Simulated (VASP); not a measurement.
# Hg (C2/m) in VASP: further runs, part 2 of 2

VASP 6.6.1.

**3. Single point, PBE**

This run uses another cell than the first one, of 24.71 Å³/atom.

Contents of INCAR:

```
PREC = Accurate ; ENCUT = 520
EDIFF = 1E-7 ; ISMEAR = -1
SIGMA = 0.02 ; LREAL = F
LASPH = T ; NELM = 80
ALGO = Normal ; ISIF = 2
LWAVE = F ; LCHARG = T
GGA = PE ; LELF = T
LVHAR = T ; NBANDS = 45
```

Contents of KPOINTS:

```
regular mesh
0
Gamma
  6 6 6
```

Contents of POSCAR:

```
Hg
1.0
    5.6351521648      0.0000000000      0.0992471502
    0.0000000000      5.5776418466      0.0000000000
   -2.6288452130      0.0000000000      4.6701544736
Hg
6
Direct
    0.0000000000      0.5000000000      0.5000000000
    0.0000000000      0.0000000000      0.0000000000
    0.3333333389     -0.0000067175      0.6666667019
    0.6666666611      0.4999932825      0.8333332981
    0.6666666611      1.0000067175      0.3333332981
    0.3333333389      0.5000067175      0.1666667019
```

Potentials or basis: VASP PAW PBE potentials, release 64 (Hg).

Command:

```console
> cat potpaw_PBE.64/Hg/POTCAR > POTCAR
> mpirun -np 1 vasp_std > vasp.out
```

OUTCAR:

```text
PREC = Accurate
   ENCUT = 520
   EDIFF = 1E-7
   ISMEAR = -1
   LREAL = F
   LASPH = T
   NELM = 80
   ISIF = 2
   GGA = PE

 ion  position               nearest neighbor table
   1  0.000  0.500  0.500-   4 3.15   6 3.15   6 3.15   4 3.15   3 3.24   5 3.24   5 3.24   3 3.24
                             4 3.31   6 3.31   2 3.87   2 3.87   2 3.87   2 3.87
   2  0.000  0.000  0.000-   3 3.15   5 3.15   3 3.15   5 3.15   6 3.24   4 3.24   6 3.24   4 3.24
                             5 3.31   3 3.31   1 3.87   1 3.87   1 3.87   1 3.87
   3  0.333  1.000  0.667-   2 3.15   5 3.15   5 3.15   2 3.15   1 3.24   4 3.24   4 3.24   1 3.24
                             2 3.31   5 3.31   6 3.87   6 3.87   6 3.87   6 3.87
   4  0.667  0.500  0.833-   1 3.15   6 3.15   6 3.15   1 3.15   2 3.24   3 3.24   3 3.24   2 3.24
                             1 3.31   6 3.31   5 3.87   5 3.87   5 3.87   5 3.87
   5  0.667  0.000  0.333-   2 3.15   3 3.15   3 3.15   2 3.15   1 3.24   6 3.24   6 3.24   1 3.24
                             2 3.31   3 3.31   4 3.87   4 3.87   4 3.87   4 3.87
   6  0.333  0.500  0.167-   1 3.15   4 3.15   4 3.15   1 3.15   2 3.24   5 3.24   5 3.24   2 3.24
                             1 3.31   4 3.31   3 3.87   3 3.87   3 3.87   3 3.87

  LATTYP: Found a simple monoclinic cell.
 ALAT       =     5.3592135581
 B/A-ratio  =     1.0407575265
 C/A-ratio  =     1.0516517048
 COS(beta)  =    -0.4751068139

  Lattice vectors:

 A1 = (  -2.6288452130,   0.0000000000,   4.6701544736)
 A2 = (   0.0000000000,  -5.5776418466,   0.0000000000)
 A3 = (   5.6351521648,   0.0000000000,   0.0992471502)

Analysis of symmetry for initial positions (statically):
=====================================================================
 Subroutine PRICEL returns:
 Original cell was already a primitive cell.

 Routine SETGRP: Setting up the symmetry group for a
 simple monoclinic supercell.

 Subroutine GETGRP returns: Found  4 space group operations
 (whereof  2 operations were pure point group operations)
 out of a pool of  4 trial point group operations.

The static configuration has the point symmetry S_2 .
 The point group associated with its full space group is C_2h.

[... 146 lines left out ...]
   GGA     = PE    functional components
   LHFCALC =     F    Hartree Fock is set to
   AEXX    =    0.0000 exact exchange contribution
   IVDW    =     0    specifies the selected vdW correction
   LEPSILON=     F    determine dielectric tensor
   LRPA    =     F    only Hartree local field effects (RPA)
 non-spin polarized calculation
  energy-cutoff  :      520.00
  volume of cell :      148.24
 maximum number of plane-waves:      4015
 NGX is ok and might be reduce to    42
   NGX = 21   NGY = 21   NGZ = 19

 number of electron      72.0000006 magnetization

 Free energy of the ion-electron system (eV)
  ---------------------------------------------------
  ext. energy  EPLUGINS =         0.00000000
  ---------------------------------------------------
  free energy    TOTEN  =        -0.81051056 eV

  energy without entropy =       -0.80992483  energy(sigma->0) =       -0.81021770

 E-fermi :   2.3918     XC(G=0): -10.6035

 val. band max:        2.2935628728   @ k =   0.3333   0.3333   0.0000
 cond. band min:       2.4038689041   @ k =   0.1667   0.0000  -0.0000
 fundamental gap:      0.1103060313
 Fermi energy:         2.3917558398

 k-point     1 :       0.0000    0.0000    0.0000
  band No.  band energies     occupation
      1      -6.3012      2.00000
      2      -5.4656      2.00000
      3      -4.8280      2.00000
      4      -4.7750      2.00000
      5      -4.7750      2.00000
      6      -4.7144      2.00000
[... 1141 lines left out ...]
     44       8.1471      0.00000
     45       8.7994      0.00000

 [... further k-points ...]

------------------------ aborting loop because EDIFF is reached ----------------------------------------

  FORCE on cell =-STRESS in cart. coord.  units (eV):
  Direction    XX          YY          ZZ          XY          YZ          ZX
  --------------------------------------------------------------------------------------
  -------------------------------------------------------------------------------------
  Total        3.5754356      2.5842707      3.9940315      0.0000000      0.0000000     -0.3566851
  in kB       38.6427174     27.9303707     43.1668329      0.0000000      0.0000000     -3.8549933
  external PRESSURE =      36.5799737 kB  Pullay stress =       0.0000000 kB

 VOLUME and BASIS-vectors are now :
 -----------------------------------------------------------------------------
  energy-cutoff  :      520.00
  volume of cell :      148.24
      direct lattice vectors                 reciprocal lattice vectors
     5.635152165  0.000000000  0.099247150     0.175715465  0.000000000  0.098910810
     0.000000000  5.577641847  0.000000000     0.000000000  0.179287238  0.000000000
    -2.628845213  0.000000000  4.670154474    -0.003734193  0.000000000  0.212023690

 POSITION                                       TOTAL-FORCE (eV/Angst)
 -----------------------------------------------------------------------------------
     -1.31442      2.78882      2.33508        -0.000000      0.000000      0.000000
      0.00000      0.00000      0.00000         0.000000      0.000000      0.000000
      0.12582      5.57760      3.14652         0.000049      0.000026      0.000086
      1.56606      2.78878      3.95796        -0.000049      0.000026     -0.000086
      2.88049      0.00004      1.62288        -0.000049     -0.000026     -0.000086
      1.44024      2.78886      0.81144         0.000049     -0.000026      0.000086
 -----------------------------------------------------------------------------------
    total drift:                                0.000000      0.000000     -0.000000

  FREE ENERGIE OF THE ION-ELECTRON SYSTEM (eV)
  ---------------------------------------------------
  free  energy   TOTEN  =        -0.8105105575 eV

  energy  without entropy=       -0.8099248343  energy(sigma->0) =       -0.81021770
```

OSZICAR:

```text
N       E                     dE             d eps       ncg     rms          rms(c)
DAV:   1     0.627685186652E+03    0.62769E+03   -0.36706E+04  7200   0.156E+03
DAV:   2     0.217133460376E+02   -0.60597E+03   -0.58255E+03  7430   0.414E+02
DAV:   3    -0.843816617423E+00   -0.22557E+02   -0.22302E+02  8037   0.851E+01
DAV:   4    -0.970628305946E+00   -0.12681E+00   -0.12672E+00  7683   0.545E+00
DAV:   5    -0.970883130802E+00   -0.25482E-03   -0.25482E-03  7712   0.253E-01    0.790E+00
DAV:   6    -0.819726866442E+00    0.15116E+00   -0.41982E-01  7600   0.456E+00    0.588E+00
DAV:   7    -0.810939145107E+00    0.87877E-02   -0.96457E-02  7528   0.188E+00    0.196E+00
DAV:   8    -0.810346643707E+00    0.59250E-03   -0.15123E-02  7515   0.916E-01    0.157E-01
DAV:   9    -0.810400797719E+00   -0.54154E-04   -0.75460E-05  7839   0.601E-02    0.665E-02
DAV:  10    -0.810510527061E+00   -0.10973E-03   -0.11868E-04  7485   0.640E-02    0.105E-02
DAV:  11    -0.810510530860E+00   -0.37990E-08   -0.71748E-06  7680   0.184E-02    0.274E-03
DAV:  12    -0.810510557507E+00   -0.26647E-07   -0.10302E-07  4985   0.194E-03
   1 F= -.81051056E+00 E0= -.81021770E+00  d E =-.585723E-03
```

It took 9.3 min on 1 thread of Intel Xeon 8259CL, shared host; peak memory 0.49 GiB.

What came out:

* Free energy: -0.8105 eV
* Pressure: 3.7 GPa
* Band gap on the k mesh: zero (bands 36 and 37 overlap by 1.59 eV)

Stress tensor (GPa, compression positive):
```
 3.86  0.00 -0.39
 0.00  2.79  0.00
-0.39  0.00  4.32
```

Caveat: the cell stands under pressure; spin-orbit coupling is left out, which moves the levels of the heavy elements.
